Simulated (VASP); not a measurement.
# PbS (R-3m) in VASP: a series of runs

Runs on PbS. Level: PBE. Tasks: electric field gradients.

Everything below comes from runs of VASP 6.6.1. Logs are shortened: lines on timing, memory, paths and dates and some standing lists are left out, and cuts for length are marked.

## Step 1: The cell of the first run

It takes space group R-3m (No. 166, trigonal). The conventional cell has a = 4.235 Å, b = 4.235 Å, c = 10.066 Å, α = 90.00°, β = 90.00°, γ = 120.00°. Within 3.9 Å of Pb (site symmetry -3m) lie 6 S at 2.97 Å. Within 3.9 Å of S (site symmetry -3m) lie 6 Pb at 2.97 Å.

## Step 2: Electric field gradients, PBE (equal xy, yz and zx shear strains of -2 %)

INCAR

```
SYSTEM = PbS
ALGO     = Normal         ! electronic algorithm
EDIFF    = 1E-8           ! SCF threshold, eV
ENCUT    = 520            ! plane-wave cutoff, eV
GGA      = PE             ! functional
ISIF     = 2              ! what is computed and relaxed
ISMEAR   = -1             ! smearing method
LASPH    = .TRUE.         ! aspherical terms in the spheres
LCHARG   = .FALSE.        ! write CHGCAR
LEFG     = .TRUE.       
LREAL    = .FALSE.        ! projectors in reciprocal space
LWAVE    = .FALSE.        ! write WAVECAR
NBANDS   = 17             ! bands
NELM     = 60             ! most SCF steps
PREC     = Accurate       ! precision mode
SIGMA    = 0.01           ! smearing width, eV
```

KPOINTS

```
k-points
0
G
  8 8 8
  0 0 0
```

POSCAR

```
PbS
1.0
   -0.0593000000      2.9353500000      2.9353500000
    2.9353500000     -0.0593000000      2.9353500000
    2.9353500000      2.9353500000     -0.0593000000
Pb S
1 1
Direct
    0.0000000000      0.0000000000      0.0000000000
    0.5000000000      0.5000000000      0.5000000000
```

Potentials or basis: VASP PAW PBE potentials, release 64 (Pb_d, S).

On the command line:

```sh
$ cat potpaw_PBE.64/Pb_d/POTCAR potpaw_PBE.64/S/POTCAR > POTCAR
$ mpirun -np 1 vasp_std > vasp.out
```

OUTCAR:

```text
SYSTEM = PbS
   EDIFF = 1E-8
   ENCUT = 520
   GGA = PE
   ISIF = 2
   ISMEAR = -1
   LASPH = .TRUE.
   LREAL = .FALSE.
   NELM = 60
   PREC = Accurate

 ion  position               nearest neighbor table
   1  0.000  0.000  0.000-   2 2.97   2 2.97   2 2.97   2 2.97   2 2.97   2 2.97
   2  0.500  0.500  0.500-   1 2.97   1 2.97   1 2.97   1 2.97   1 2.97   1 2.97

  LATTYP: Found a trigonal (rhomboedric) cell.
 ALAT       =     4.1516353085
 COS(alpha) =     0.4797000918

  Lattice vectors:

 A1 = (  -0.0593000000,   2.9353500000,   2.9353500000)
 A2 = (   2.9353500000,  -0.0593000000,   2.9353500000)
 A3 = (   2.9353500000,   2.9353500000,  -0.0593000000)

Analysis of symmetry for initial positions (statically):
=====================================================================
 Subroutine PRICEL returns:
 Original cell was already a primitive cell.

 Routine SETGRP: Setting up the symmetry group for a
 trigonal (rhombohedral) supercell.

 Subroutine GETGRP returns: Found 12 space group operations
 (whereof 12 operations were pure point group operations)
 out of a pool of 12 trial point group operations.

The static configuration has the point symmetry D_3d.

Analysis of symmetry for dynamics (positions and initial velocities):
=====================================================================
 Subroutine PRICEL returns:
 Original cell was already a primitive cell.

 Routine SETGRP: Setting up the symmetry group for a
 trigonal (rhombohedral) supercell.

 Subroutine GETGRP returns: Found 12 space group operations
 (whereof 12 operations were pure point group operations)
 out of a pool of 12 trial point group operations.

The dynamic configuration has the point symmetry D_3d.

 Subroutine INISYM returns: Found 12 space group operations
 (whereof 12 operations are pure point group operations),
 and found     1 'primitive' translations

----------------------------------------------------------------------------------------

                                     Primitive cell

  volume of cell :      52.1162

  direct lattice vectors                    reciprocal lattice vectors
    -0.059300000  2.935350000  2.935350000    -0.165260701  0.168668138  0.168668138
[... 126 lines left out ...]
  ---------------------------------------------------
  ext. energy  EPLUGINS =         0.00000000
  ---------------------------------------------------
  free energy    TOTEN  =        -8.75154610 eV

  energy without entropy =       -8.75154582  energy(sigma->0) =       -8.75154596

 E-fermi :   5.9650     XC(G=0):  -9.6880

 val. band max:        5.8752808929   @ k =   0.5000   0.0000  -0.0000
 cond. band min:       6.0437416056   @ k =   0.5000   0.5000   0.5000
 fundamental gap:      0.1684607127
 Fermi energy:         5.9650055145

 k-point     1 :       0.0000    0.0000    0.0000
  band No.  band energies     occupation
      1     -10.9943      2.00000
      2     -10.9943      2.00000
      3     -10.9940      2.00000
      4     -10.9727      2.00000
      5     -10.9727      2.00000
      6      -7.7685      2.00000
[... 457 lines left out ...]
      4     -10.9631      2.00000
      5     -10.9578      2.00000
      6      -6.9960      2.00000
[... 9 lines left out ...]
     16      15.6361      0.00000
     17      16.5903      0.00000

 [... further k-points ...]

------------------------ aborting loop because EDIFF is reached ----------------------------------------

  FORCE on cell =-STRESS in cart. coord.  units (eV):
  Direction    XX          YY          ZZ          XY          YZ          ZX
  --------------------------------------------------------------------------------------
  -------------------------------------------------------------------------------------
  Total        0.7163678      0.7163678      0.7163678      0.1216768      0.1216768      0.1216768
  in kB       22.0228596     22.0228596     22.0228596      3.7406357      3.7406357      3.7406357
  external PRESSURE =      22.0228596 kB  Pullay stress =       0.0000000 kB

 VOLUME and BASIS-vectors are now :
 -----------------------------------------------------------------------------
  energy-cutoff  :      520.00
  volume of cell :       52.12
      direct lattice vectors                 reciprocal lattice vectors
    -0.059300000  2.935350000  2.935350000    -0.165260701  0.168668138  0.168668138
     2.935350000 -0.059300000  2.935350000     0.168668138 -0.165260701  0.168668138
     2.935350000  2.935350000 -0.059300000     0.168668138  0.168668138 -0.165260701

 POSITION                                       TOTAL-FORCE (eV/Angst)
 -----------------------------------------------------------------------------------
      0.00000      0.00000      0.00000         0.000000     -0.000000      0.000000
      2.90570      2.90570      2.90570        -0.000000      0.000000     -0.000000
 -----------------------------------------------------------------------------------
    total drift:                                0.000000     -0.000000     -0.000000

  FREE ENERGIE OF THE ION-ELECTRON SYSTEM (eV)
  ---------------------------------------------------
  free  energy   TOTEN  =        -8.7515461037 eV

  energy  without entropy=       -8.7515458235  energy(sigma->0) =       -8.75154596

 Electric field gradients (V/A^2)
---------------------------------------------------------------------
 ion       V_xx      V_yy      V_zz      V_xy      V_xz      V_yz
---------------------------------------------------------------------
   1       0.000     0.000    -0.000     2.424     2.424     2.424
   2       0.000    -0.000    -0.000    -2.936    -2.936    -2.936
---------------------------------------------------------------------

 Electric field gradients after diagonalization (V/A^2)
 (convention: |V_zz| > |V_xx| > |V_yy|)
----------------------------------------------------------------------
 ion       V_xx      V_yy      V_zz     asymmetry (V_yy - V_xx)/ V_zz
----------------------------------------------------------------------
   1      -2.424    -2.424     4.848       0.000
   2       2.936     2.936    -5.872       0.000
----------------------------------------------------------------------

           NMR quadrupolar parameters

 Cq : quadrupolar parameter    Cq=e*Q*V_zz/h
 eta: asymmetry parameters     (V_yy - V_xx)/ V_zz
 Q  : nuclear electric quadrupole moment in mb (millibarn)
----------------------------------------------------------------------
 ion       Cq(MHz)       eta       Q (mb)
----------------------------------------------------------------------
   1       0.012       0.000       1.000
   2      -0.014       0.000       1.000
----------------------------------------------------------------------
```

OSZICAR:

```text
N       E                     dE             d eps       ncg     rms          rms(c)
DAV:   1     0.159397788805E+03    0.15940E+03   -0.97125E+03  2219   0.123E+03
DAV:   2     0.320196110880E+01   -0.15620E+03   -0.15044E+03  2370   0.315E+02
DAV:   3    -0.889695247606E+01   -0.12099E+02   -0.11980E+02  2841   0.917E+01
DAV:   4    -0.922373479897E+01   -0.32678E+00   -0.32642E+00  2798   0.162E+01
DAV:   5    -0.923504258283E+01   -0.11308E-01   -0.11307E-01  3273   0.296E+00    0.464E+00
DAV:   6    -0.874793905655E+01    0.48710E+00   -0.13847E+00  3480   0.800E+00    0.326E+00
DAV:   7    -0.874821516167E+01   -0.27611E-03   -0.14196E-01  2618   0.189E+00    0.186E+00
DAV:   8    -0.875178270989E+01   -0.35675E-02   -0.15786E-02  2605   0.136E+00    0.236E-01
DAV:   9    -0.875136433220E+01    0.41838E-03   -0.31389E-03  3524   0.494E-01    0.848E-02
DAV:  10    -0.875153713959E+01   -0.17281E-03   -0.35054E-04  2469   0.114E-01    0.528E-02
DAV:  11    -0.875154515513E+01   -0.80155E-05   -0.63644E-05  3034   0.871E-02    0.192E-02
DAV:  12    -0.875154599397E+01   -0.83884E-06   -0.42605E-06  2832   0.200E-02    0.287E-03
DAV:  13    -0.875154600857E+01   -0.14599E-07   -0.19768E-07  3018   0.398E-03    0.137E-03
DAV:  14    -0.875154607678E+01   -0.68207E-07   -0.12012E-07  2478   0.186E-03    0.715E-04
DAV:  15    -0.875154609180E+01   -0.15019E-07   -0.24040E-09  2484   0.656E-04    0.196E-04
DAV:  16    -0.875154610367E+01   -0.11871E-07   -0.71727E-10  1441   0.224E-04    0.831E-05
DAV:  17    -0.875154610365E+01    0.16598E-10   -0.12078E-10  1427   0.155E-04
   1 F= -.87515461E+01 E0= -.87515460E+01  d E =-.280130E-06
```

Wall time 22 s (1 thread of Intel Xeon 6975P-C (Granite Rapids), shared host); peak memory 0.2 GiB.

Results:

| Property | Result |
| --- | --- |
| Free energy | -8.7515 eV |
| Pressure | 2.2 GPa |
| Band gap on the k mesh | 0.17 eV, indirect (least direct gap 0.33 eV) |

Electric field gradients, principal values (V/Å²):
```tsv
atom	least	middle	greatest (by size)
1 Pb	-2.424	-2.424	4.848
2 S	2.936	2.936	-5.872
```

Caveat: the cell differs from its parent crystal (equal xy, yz and zx shear strains of -2 %); without QUAD_EFG the Cq values of the log hold for a quadrupole moment of 1 mb, not for the nuclei; spin-orbit coupling is left out, which moves the levels of the heavy elements.

## Step 3: Electric field gradients, PBE (equal xy, yz and zx shear strains of +1 %)

INCAR

```
SYSTEM = PbS
PREC = Accurate ; ENCUT = 520
EDIFF = 1E-8 ; ISMEAR = -1
SIGMA = 0.01 ; LREAL = .False.
LASPH = .True. ; NELM = 80
ALGO = Normal ; ISIF = 2
LWAVE = .False. ; LCHARG = .False.
GGA = PE ; LEFG = .True.
NBANDS = 17
```

KPOINTS

```
regular mesh
0
Gamma
  8 8 8
  0 0 0
```

POSCAR

```
PbS
1.0
    0.0296500000      2.9798250000      2.9798250000
    2.9798250000      0.0296500000      2.9798250000
    2.9798250000      2.9798250000      0.0296500000
Pb S
1 1
Direct
    0.0000000000      0.0000000000      0.0000000000
    0.5000000000      0.5000000000      0.5000000000
```

Potentials or basis: VASP PAW PBE potentials, release 64 (Pb_d, S).

On the command line:

```sh
$ cat potpaw_PBE.64/Pb_d/POTCAR potpaw_PBE.64/S/POTCAR > POTCAR
$ mpirun -np 1 vasp_std > vasp.out
```

OUTCAR:

```text
SYSTEM = PbS
   PREC = Accurate
   ENCUT = 520
   EDIFF = 1E-8
   ISMEAR = -1
   LREAL = .False.
   LASPH = .True.
   NELM = 80
   ISIF = 2
   GGA = PE

 ion  position               nearest neighbor table
   1  0.000  0.000  0.000-   2 2.97   2 2.97   2 2.97   2 2.97   2 2.97   2 2.97
   2  0.500  0.500  0.500-   1 2.97   1 2.97   1 2.97   1 2.97   1 2.97   1 2.97

  LATTYP: Found a trigonal (rhomboedric) cell.
 ALAT       =     4.2142132343
 COS(alpha) =     0.5099250056

  Lattice vectors:

 A1 = (   0.0296500000,   2.9798250000,   2.9798250000)
 A2 = (   2.9798250000,   0.0296500000,   2.9798250000)
 A3 = (   2.9798250000,   2.9798250000,   0.0296500000)

Analysis of symmetry for initial positions (statically):
=====================================================================
 Subroutine PRICEL returns:
 Original cell was already a primitive cell.

 Routine SETGRP: Setting up the symmetry group for a
 trigonal (rhombohedral) supercell.

 Subroutine GETGRP returns: Found 12 space group operations
 (whereof 12 operations were pure point group operations)
 out of a pool of 12 trial point group operations.

The static configuration has the point symmetry D_3d.

Analysis of symmetry for dynamics (positions and initial velocities):
=====================================================================
 Subroutine PRICEL returns:
 Original cell was already a primitive cell.

 Routine SETGRP: Setting up the symmetry group for a
 trigonal (rhombohedral) supercell.

 Subroutine GETGRP returns: Found 12 space group operations
 (whereof 12 operations were pure point group operations)
 out of a pool of 12 trial point group operations.

The dynamic configuration has the point symmetry D_3d.

 Subroutine INISYM returns: Found 12 space group operations
[... 149 lines left out ...]
 Fermi energy:         6.0242427582

 k-point     1 :       0.0000    0.0000    0.0000
  band No.  band energies     occupation
      1     -10.9940      2.00000
      2     -10.9940      2.00000
      3     -10.9918      2.00000
      4     -10.9755      2.00000
      5     -10.9755      2.00000
      6      -7.7710      2.00000
[... 457 lines left out ...]
      4     -10.9693      2.00000
      5     -10.9558      2.00000
      6      -7.0035      2.00000
[... 9 lines left out ...]
     16      15.3243      0.00000
     17      16.7841      0.00000

 [... further k-points ...]
[... 5 lines left out ...]
  --------------------------------------------------------------------------------------
  -------------------------------------------------------------------------------------
  Total        0.7176676      0.7176676      0.7176676     -0.0649801     -0.0649801     -0.0649801
  in kB       22.0578059     22.0578059     22.0578059     -1.9971909     -1.9971909     -1.9971909
  external PRESSURE =      22.0578059 kB  Pullay stress =       0.0000000 kB

 VOLUME and BASIS-vectors are now :
 -----------------------------------------------------------------------------
  energy-cutoff  :      520.00
  volume of cell :       52.13
      direct lattice vectors                 reciprocal lattice vectors
     0.029650000  2.979825000  2.979825000    -0.170320489  0.168642454  0.168642454
     2.979825000  0.029650000  2.979825000     0.168642454 -0.170320489  0.168642454
     2.979825000  2.979825000  0.029650000     0.168642454  0.168642454 -0.170320489

 POSITION                                       TOTAL-FORCE (eV/Angst)
 -----------------------------------------------------------------------------------
      0.00000      0.00000      0.00000        -0.000000      0.000000     -0.000000
      2.99465      2.99465      2.99465         0.000000     -0.000000      0.000000
 -----------------------------------------------------------------------------------
    total drift:                                0.000000     -0.000000     -0.000000

  FREE ENERGIE OF THE ION-ELECTRON SYSTEM (eV)
  ---------------------------------------------------
  free  energy   TOTEN  =        -8.7544641356 eV

  energy  without entropy=       -8.7544641332  energy(sigma->0) =       -8.75446413

 Electric field gradients (V/A^2)
---------------------------------------------------------------------
 ion       V_xx      V_yy      V_zz      V_xy      V_xz      V_yz
---------------------------------------------------------------------
   1      -0.000     0.000     0.000    -1.119    -1.119    -1.119
   2      -0.000     0.000     0.000     1.474     1.474     1.474
---------------------------------------------------------------------

 Electric field gradients after diagonalization (V/A^2)
 (convention: |V_zz| > |V_xx| > |V_yy|)
----------------------------------------------------------------------
 ion       V_xx      V_yy      V_zz     asymmetry (V_yy - V_xx)/ V_zz
----------------------------------------------------------------------
   1       1.119     1.119    -2.238       0.000
   2      -1.474    -1.474     2.949       0.000
----------------------------------------------------------------------

           NMR quadrupolar parameters

 Cq : quadrupolar parameter    Cq=e*Q*V_zz/h
 eta: asymmetry parameters     (V_yy - V_xx)/ V_zz
 Q  : nuclear electric quadrupole moment in mb (millibarn)
----------------------------------------------------------------------
 ion       Cq(MHz)       eta       Q (mb)
----------------------------------------------------------------------
   1      -0.005       0.000       1.000
   2       0.007       0.000       1.000
----------------------------------------------------------------------
```

OSZICAR:

```text
N       E                     dE             d eps       ncg     rms          rms(c)
DAV:   1     0.159378303172E+03    0.15938E+03   -0.97358E+03  2210   0.123E+03
DAV:   2     0.298085717794E+01   -0.15640E+03   -0.15075E+03  2369   0.320E+02
DAV:   3    -0.892558604505E+01   -0.11906E+02   -0.11827E+02  2860   0.921E+01
DAV:   4    -0.922552251069E+01   -0.29994E+00   -0.29962E+00  2822   0.159E+01
DAV:   5    -0.923687277652E+01   -0.11350E-01   -0.11350E-01  3205   0.302E+00    0.464E+00
DAV:   6    -0.875069471878E+01    0.48618E+00   -0.13816E+00  3508   0.799E+00    0.326E+00
DAV:   7    -0.875111231305E+01   -0.41759E-03   -0.14261E-01  2581   0.190E+00    0.186E+00
DAV:   8    -0.875472876258E+01   -0.36164E-02   -0.15953E-02  2598   0.137E+00    0.250E-01
DAV:   9    -0.875427977385E+01    0.44899E-03   -0.32505E-03  3471   0.504E-01    0.822E-02
DAV:  10    -0.875445440247E+01   -0.17463E-03   -0.35730E-04  2487   0.113E-01    0.519E-02
DAV:  11    -0.875446319737E+01   -0.87949E-05   -0.60989E-05  3038   0.846E-02    0.183E-02
DAV:  12    -0.875446402952E+01   -0.83215E-06   -0.41272E-06  2862   0.202E-02    0.326E-03
DAV:  13    -0.875446403722E+01   -0.77000E-08   -0.20465E-07  2979   0.394E-03    0.143E-03
DAV:  14    -0.875446411018E+01   -0.72962E-07   -0.12363E-07  2550   0.187E-03    0.757E-04
DAV:  15    -0.875446412390E+01   -0.13719E-07   -0.26636E-09  2401   0.714E-04    0.171E-04
DAV:  16    -0.875446413566E+01   -0.11760E-07   -0.72325E-10  1513   0.215E-04    0.927E-05
DAV:  17    -0.875446413556E+01    0.10164E-09   -0.11749E-10  1390   0.152E-04
   1 F= -.87544641E+01 E0= -.87544641E+01  d E =-.235403E-08
```

stdout:

```text
POSCAR found type information on POSCAR PbS
 POSCAR found :  2 types and       2 ions
 scaLAPACK will be used
 LDA part: xc-table for (Slater+PW92), standard interpolation
 POSCAR, INCAR and KPOINTS ok, starting setup
 FFT: planning ... GRIDC
 FFT: planning ... GRID_SOFT
 FFT: planning ... GRID
 WAVECAR not read
 entering main loop
ion   1

ion   2
```

Run time: 30 s. Hardware: 1 thread of Intel Xeon 6975P-C, shared host; peak memory 0.21 GiB.

What came out:

| Item | Value |
| --- | --- |
| Free energy | -8.7545 eV |
| Pressure | 2.2 GPa |
| Band gap on the k mesh | 0.27 eV, indirect (least direct gap 0.35 eV) |

Stress tensor (GPa, compression positive):
```
 2.21 -0.20 -0.20
-0.20  2.21 -0.20
-0.20 -0.20  2.21
```

Electric field gradients, principal values (V/Å²):
| atom | least | middle | greatest (by size) |
| --- | --- | --- | --- |
| 1 Pb | 1.119 | 1.119 | -2.238 |
| 2 S | -1.474 | -1.474 | 2.949 |

Caveat: the cell differs from its parent crystal (equal xy, yz and zx shear strains of +1 %); without QUAD_EFG the Cq values of the log hold for a quadrupole moment of 1 mb, not for the nuclei; spin-orbit coupling is left out, which moves the levels of the heavy elements. A k mesh can miss the band edges.

(Continued in part 2 of 3.)
